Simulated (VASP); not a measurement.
Here is a VASP 6.6.1 calculation.

Contents of INCAR:

```
SYSTEM = Ti3Al
PREC = Accurate
ENCUT = 520
EDIFF = 1E-6
ISMEAR = 0
SIGMA = 0.15
LREAL = .FALSE.
LASPH = .TRUE.
NELM = 100
ALGO = Fast
ISIF = 2
LWAVE = .FALSE.
LCHARG = .FALSE.
GGA = PS
NBANDS = 28
```

The input KPOINTS:

```
regular mesh
0
G
  15 15 6
  0 0 0
```

POSCAR

```
Ti3Al
1.0
    2.8221296140      0.0000000000      0.0000000000
   -1.4110648070      2.4440359385      0.0000000000
    0.0000000000      0.0000000000      9.6195110023
Ti Al
3 1
Direct
    0.6666666667      0.3333333333      0.0000000000
    0.3333333333      0.6666666667      0.7511732072
    0.3333333333      0.6666666667      0.2488267928
    0.6666666667      0.3333333333      0.5000000000
```

Potentials or basis: VASP PAW PBE potentials, release 64 (Ti_sv, Al).

Launch:

```console
$ cat potpaw_PBE.64/Ti_sv/POTCAR potpaw_PBE.64/Al/POTCAR > POTCAR
$ mpirun -np 1 vasp_std > vasp.out
```

Problem. What does it give for the largest force?

Solution. 0.205 eV/Å.

Problem. Estimate the pressure.

Solution. -0.4 GPa.

Stress tensor (GPa, compression positive):
```
 3.11  0.00  0.00
 0.00  3.11  0.00
 0.00  0.00 -7.56
```

Caveat: the PAW data sets were made with another functional, which shifts forces and pressure a little.
